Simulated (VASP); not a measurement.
## MgCd5O6: single point with PBE

The system is MgCd5O6.

```
Mg Cd O
1.0
     3.30297    0.00000    0.00000
    -1.65149    2.86046    0.00000
     0.00000    0.00000   16.38925
Mg Cd O
1 5 6
Direct
  0.00000 0.00000 0.50000
  0.66667 0.33333 0.65744
  0.33333 0.66667 0.34255
  0.66667 0.33333 0.17126
  0.00000 0.00000 0.00000
  0.33333 0.66667 0.82874
  0.33333 0.66667 0.56919
  0.66667 0.33333 0.43081
  0.00000 0.00000 0.25708
  0.33333 0.66667 0.08568
  0.66667 0.33333 0.91432
  0.00000 0.00000 0.74292
```

```json
{
  "Program": "VASP 6.6.1",
  "Task": "single point",
  "Functional": "PBE",
  "Potentials or basis": "VASP PAW PBE potentials, release 64 (Mg_sv, Cd_sv_GW, O)",
  "Cutoff": "840 eV",
  "k mesh": "6 × 6 × 1",
  "Occupations": "gaussian, width 0.1 eV",
  "Spin": "collinear spin, ferromagnetic start",
  "Starting moments": "[0.0, 0.0, 0.0, 0.0, 0.0, 0.0, 1.0, 1.0, 1.0, 1.0, 1.0, 1.0] μB"
}
```

* Pressure: -0.1 GPa
* Largest force: 0.023 eV/Å
* Band gap on the k mesh: zero (filled and empty bands overlap)
* Net moment: 0.00 μB per cell
* Valence electrons inside the program's atomic spheres: Mg 8.07; Cd 17.62; O 4.96, 4.92 (each value once)

Forces on the atoms (eV/Å):
```
Mg   0.000  0.000  0.000
Cd   0.000  0.000 -0.023
Cd   0.000  0.000  0.023
Cd   0.000  0.000  0.018
Cd   0.000  0.000  0.000
Cd   0.000  0.000 -0.018
O    0.000  0.000  0.016
O    0.000  0.000 -0.016
O    0.000  0.000 -0.017
O    0.000  0.000 -0.009
O    0.000  0.000  0.009
O    0.000  0.000  0.017
```

Levels at points of the mesh, in eV from the Fermi level:
Spin up:
```csv
k point,band 70,band 71,band 72,band 73,band 74,band 75,band 76,band 77
"(0.00, 0.00, 0.00)",-0.24,-0.24,-0.10,-0.09,-0.09,1.63,1.98,3.77
"(0.50, 0.00, 0.00)",-0.77,-0.53,-0.11,-0.08,3.98,4.48,4.71,5.11
```
Spin down:
```tsv
k point	band 71	band 72	band 73	band 74	band 75	band 76
(0.00, 0.00, 0.00)	-0.24	-0.10	-0.09	-0.09	1.63	1.98
(0.50, 0.00, 0.00)	-0.53	-0.11	-0.08	3.98	4.48	4.71
```

It took 12 min on 1 thread of Intel(R) Xeon(R) Platinum 8488C (Sapphire Rapids) (shared host), peak memory 0.7 GiB.

Caveat: the k points lie up to 0.38 Å⁻¹ apart; semilocal functionals underestimate gaps, and a narrow one can read as zero.
